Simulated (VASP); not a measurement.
Runs of VASP 6.6.1 on La. The structure is that of space group Pm-3m (No. 221), or close to it. The cells are those of the table. This isn't the form of La at room conditions, which is double hcp.

```tsv
cell	gap on the mesh (eV)	pressure (GPa)
a = 3.289 Å, 1 atom	none	-2.9
a = 3.124 Å, 1 atom	none	(a)
a = 3.035 Å, 1 atom	none	(b)
a = 3.080 Å, 1 atom	none	2.6
a = 3.209 Å, 1 atom	none	-1.3
```

Alike in all rows: task single point; level LDA; potentials or basis VASP PAW LDA potentials, release 64 (La); no spin polarisation; k mesh 11 × 11 × 11; cutoff (eV) 520; smearing fermi-dirac 0.1 eV.

Q: Fill in the values left out.

A: (a) 1.0; (b) 4.5.

Caveats: spin-orbit coupling is left out, which moves the levels of the heavy elements; the cell stands under pressure (at least some runs).

A k mesh can miss the band edges, and the runs leave out spin-orbit coupling on La.

A gap of «none» marks levels without a gap at the run's occupations.
